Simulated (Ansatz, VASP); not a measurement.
## Fe in VASP and in Ansatz

```
Fe
1.0
    -1.43455    1.43455    1.43455
     1.43455   -1.43455    1.43455
     1.43455    1.43455   -1.43455
Fe
1
Direct
  0.00000 0.00000 0.00000
```

Alike in both runs: task single point; functional r2SCAN; k mesh 15 × 15 × 15; occupations gaussian, width 0.1 eV; collinear spin.

```csv
,VASP,Ansatz
version,VASP 6.6.1,Ansatz 0.2.0
potentials or method,"VASP PAW PBE potentials, release 64 (Fe), cutoff 520 eV","plane waves (500 eV) with PAW, scalar-relativistic"
valence electrons in the cell,8,16
```

|  | VASP | Ansatz | Ansatz less VASP |
| --- | --- | --- | --- |
| pressure (GPa) | -0.4 | 0.0 | +0.37 |
| net moment per atom (μB) | 2.67 | 2.67 | +0.001 |
| size of the moment on the site where the two differ most (μB) | 2.74 | 2.83 | +0.087 |

VASP's potentials were made for PBE, not for r2SCAN. Site moments also hang on the region over which each program counts them. The functional is the same, so the differences come from potentials, cutoffs and numerics. VASP's potentials hold 8 valence electrons a cell and Ansatz's 16, so a difference there can come from the potentials and not from the codes. Ansatz's warnings: stability check not made.
